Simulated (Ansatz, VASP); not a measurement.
**AlSn: VASP beside Ansatz**

```
Al Sn
1.0
     4.19811    0.00000    0.00000
    -2.09905    3.63567    0.00000
     0.00000    0.00000    3.30685
Al Sn
1 1
Cartesian
  0.0000 0.0000 0.0000
  0.0000 2.4238 1.6534
```

Change from the starting cell: volume scaled by 1, PAW files.

Alike in both runs: task electric field gradients; functional PBEsol; k mesh 10 × 10 × 11; occupations fermi-dirac, width 0.05 eV; no spin polarisation.

|  | VASP | Ansatz |
| --- | --- | --- |
| version | VASP 6.6.1 | Ansatz 0.2.0 |
| potentials or method | VASP PAW PBE potentials, release 64 (Al, Sn_d) | PAW with Ansatz's default frozen-core files, scalar-relativistic |
| plane-wave cutoff (eV) | 520 | 420 |
| valence electrons in the cell | 17 | 17 |

|  | VASP | Ansatz | Ansatz less VASP |
| --- | --- | --- | --- |
| pressure (GPa) | -2.0 | -2.0 | +0.03 |
| traceless stress, the component that is largest in VASP (GPa) | -0.16 | -0.16 | +0.002 |
| size of Vzz on the site where it differs most (V/Å²) | 63.1 | 66.0 | +2.93 |

VASP's potentials were made for PBE, not for PBEsol.
